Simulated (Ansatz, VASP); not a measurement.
## SbTe2O3 in VASP and in Ansatz

```
Sb Te O
1.0
     4.46833    0.00000    0.00000
    -2.23417    3.86969    0.00000
     0.00000    0.00000    7.37757
Sb Te O
1 2 3
Direct
  0.00000 0.00000 0.50000
  0.00000 0.00000 0.79237
  0.00000 0.00000 0.20763
  0.33333 0.66667 0.00000
  0.66667 0.33333 0.00000
  0.00000 0.00000 0.00000
```

Alike in both runs: task single point; functional PBE; k mesh 6 × 6 × 4; occupations gaussian, width 0.1 eV; no spin polarisation.

|  | VASP | Ansatz |
| --- | --- | --- |
| version | VASP 6.6.1 | Ansatz 0.2.0 |
| potentials or method | VASP PAW PBE potentials, release 64 (Sb, Te, O), cutoff 520 eV | scalar-relativistic, plane waves, PAW |
| valence electrons in the cell | 35 | 65 |

|  | VASP | Ansatz | Ansatz less VASP |
| --- | --- | --- | --- |
| gap on the k mesh at the Fermi level (eV) | none | none | - |
| rms of the force components (eV/Å) | 3.418 | 3.419 | +0.0012 |

Atom by atom the forces differ by 0.001 eV/Å (rms over components). A gap of «none» marks a metal or a gap that the smearing closes. The functional is the same, so the differences come from potentials, cutoffs and numerics. VASP's potentials hold 35 valence electrons a cell and Ansatz's 65, so a difference there can come from the potentials and not from the codes.

Spin-orbit coupling is off throughout.
